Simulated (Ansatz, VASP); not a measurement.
# One calculation of MgH2, two programs

```
Mg H
1.0
    -1.90407    1.90407    4.73090
     1.90407   -1.90407    4.73090
     1.90407    1.90407   -4.73090
Mg H
2 4
Cartesian
  0.0000 1.9041 2.3655
  0.0000 0.0000 0.0000
  0.0000 1.9041 0.3780
  0.0000 0.0000 7.4743
  0.0000 0.0000 1.9875
  0.0000 1.9041 4.3529
```

Alike in both runs: task single point; functional PBE; k mesh 8 × 8 × 8; no spin polarisation.

```csv
,VASP,Ansatz
version,VASP 6.6.1,Ansatz 0.2.0
potentials or method,"VASP PAW PBE potentials, release 64 (Mg, H)","plane waves, PAW"
plane-wave cutoff (eV),520,420
occupations,"gaussian, width 0.01 eV",fixed
valence electrons in the cell,8,24
```

```csv
,VASP,Ansatz,Ansatz less VASP
gap on the k mesh at the Fermi level (eV),3.51,3.52,+0.014
pressure (GPa),-0.2,0.0,+0.24
```

VASP's potentials hold 8 valence electrons a cell and Ansatz's 24, so a difference there can come from the potentials and not from the codes.
